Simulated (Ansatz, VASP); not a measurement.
## Ta in VASP and in Ansatz

```xyz
2
Lattice="-1.6594 1.6594 1.6594 1.6594 -1.6594 1.6594 3.3188 3.3188 0.0000" Properties=species:S:1:pos:R:3 pbc="T T T"
Ta    0.0884   -0.0884    0.0000
Ta    1.5710    1.7478    1.6594
```

Change from the starting cell: mode 4 (88.7 1/cm) frozen in, largest displacement +0.125 Å.

Alike in both runs: task single point; functional PBE; k mesh 22 × 22 × 14; occupations gaussian, width 0.15 eV; no spin polarisation.

```csv
,VASP,Ansatz
version,VASP 6.6.1,Ansatz 0.2.0
potentials or method,"VASP PAW PBE potentials, release 64 (Ta_pv), cutoff 520 eV","scalar-relativistic, plane waves, PAW"
valence electrons in the cell,22,26
```

Ansatz gave:

| Property | Result |
| --- | --- |
| gap on the k mesh at the Fermi level (eV) | none |
| pressure (GPa) | 1.0 |
| traceless stress, the component that is largest in VASP (GPa) | 0.10 |
| rms of the force components (eV/Å) | 0.353 |

**Question.** What did VASP give for the same quantities?

**Answer.** gap on the k mesh at the Fermi level (eV): none; pressure (GPa): 1.0; traceless stress, the component that is largest in VASP (GPa): 0.10; rms of the force components (eV/Å): 0.352.

Atom by atom the forces differ by 0.001 eV/Å (rms over components). A gap of «none» marks a metal or a gap that the smearing closes. VASP's potentials hold 22 valence electrons a cell and Ansatz's 26, so a difference there can come from the potentials and not from the codes.

Neither program's run includes spin-orbit coupling.
